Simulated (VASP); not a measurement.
The system is SnSe2.

```xyz
3
Lattice="3.8717 0.0000 0.0000 -1.9358 3.3530 0.0000 0.0000 0.0000 7.1105" Properties=species:S:1:pos:R:3 pbc="T T T"
Sn    0.0000    0.0000    0.0000
Se    1.9358    1.1177    5.4841
Se    0.0000    2.2353    1.6265
```

This cell differs from its parent crystal: strain along c alone, the other axes held: +2.0 %.

```yaml
Program: VASP 6.6.1
Task: relaxation of the atoms
Functional: PBE
Potentials_or_basis: VASP PAW PBE potentials, release 64 (Sn_d, Se)
Cutoff: 520 eV
k_mesh: 12 × 12 × 4
Occupations: gaussian, width 0.02 eV
Spin: no spin polarisation
```

At the start: pressure -0.9 GPa; volume 30.77 Å³/atom.

Question: Where does the relaxation end?

Answer: Over 4 steps the energy falls by 2.7 meV/atom; space group P-3m1 (No. 164, to 0.1 Å) before and after.

The path:
```
step  energy change (eV)  largest force (eV/Å)  pressure (GPa)
   1              0.0000                0.2665           -0.88
   2             -0.0054                0.1542           -0.53
   3             -0.0081                0.0093           -0.06
   4             -0.0081                0.0005           -0.01
```

Final structure:
```xyz
3
Lattice="3.8717 0.0000 0.0000 -1.9358 3.3530 0.0000 0.0000 0.0000 7.1105" Properties=species:S:1:pos:R:3 pbc="T T T"
Sn    0.0000    0.0000    0.0000
Se    1.9358    1.1177    5.5143
Se    0.0000    2.2353    1.5962
```

Caveat: the cell differs from its parent crystal (strain along c alone, the other axes held: +2.0 %); this functional lacks dispersion, which binds the layers, so the pressure and a relaxed spacing across them are unreliable.
